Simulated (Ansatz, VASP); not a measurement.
**One calculation of MoS2, two programs**

Contents of INCAR:

```
SYSTEM = MoS2
PREC = Accurate ; ENCUT = 450
EDIFF = 1E-7 ; ISMEAR = 0
SIGMA = 0.05 ; LREAL = .False.
LASPH = .True. ; NELM = 120
ALGO = Normal ; ISIF = 2
LWAVE = .False. ; LCHARG = .False.
LDIPOL = .True. ; IDIPOL = 3
DIPOL = 0.5 0.5 0.500 ; GGA = PS
IBRION = 2 ; NSW = 80
EDIFFG = -0.02 ; GGA_COMPAT = .False.
NELMIN = 4 ; NELMDL = -8
```

File KPOINTS:

```
Automatic mesh
0
Gamma
  9 9 1
  0 0 0
```

Contents of POSCAR:

```
MoS2
1.0
    3.1415002209      0.0000000000      0.0000000000
   -1.5707501104      2.7206189973      0.0000000000
    0.0000000000      0.0000000000     35.4534793489
S Mo
4 2
Direct
    0.3333333333      0.6666666667      0.2115448226
    0.3333333333      0.6666666667      0.2994395631
    0.3333333333      0.6666666667      0.7005604369
    0.3333333333      0.6666666667      0.7884551774
    0.0000000000      0.0000000000      0.2554921928
    0.0000000000      0.0000000000      0.7445078072
```

Input for Ansatz:

```yaml
crystal:
  lattice:
    - [3.1415002209, 0.0, 0.0]
    - [-1.5707501104, 2.7206189973, 0.0]
    - [0.0, 0.0, 35.4534793489]
  atoms:
    - { symbol: S, position: [0.3333333333, 0.6666666667, 0.2115448226] }
    - { symbol: Mo, position: [0.0, 0.0, 0.2554921928] }
    - { symbol: S, position: [0.3333333333, 0.6666666667, 0.2994395631] }
    - { symbol: S, position: [0.3333333333, 0.6666666667, 0.7005604369] }
    - { symbol: Mo, position: [0.0, 0.0, 0.7445078072] }
    - { symbol: S, position: [0.3333333333, 0.6666666667, 0.7884551774] }
basis:
  ecutwfc: 420
kpoints:
  mp_grid: { grid: [9, 9, 1] }
hamiltonian:
  xc: pbesol
scf:
  occupations: { method: gaussian, width: 0.05 }
output:
  forces: true
  eigenvalues: true
  write_density: true
  write_potential: true
  elf: true
  volumetric_format: npy
relax:
  adjacent_minimum: "off"
  f_tol: 0.02
  max_steps: 60
efield:
  axis: 3
  dipole_correction: true
  ramp_width: 0.04
```

Alike in both runs: task relaxation of the atoms; functional PBEsol; k mesh 9 × 9 × 1; occupations gaussian, width 0.05 eV; no spin polarisation.

```csv
,VASP,Ansatz
version,VASP 6.6.1,Ansatz 0.2.0
potentials or method,"VASP PAW PBE potentials, release 64 (S, Mo_sv), cutoff 450 eV","scalar-relativistic, plane waves, PAW"
valence electrons in the cell,52,52
```

|  | VASP | Ansatz | Ansatz less VASP |
| --- | --- | --- | --- |
| gap on the k mesh at the Fermi level, each at its own relaxed structure (eV) | 1.81 | 1.80 | -0.005 |

VASP's potentials were made for PBE, not for PBEsol.

Noted on VASP's run: the relaxation stopped at its first step, so nothing moved.
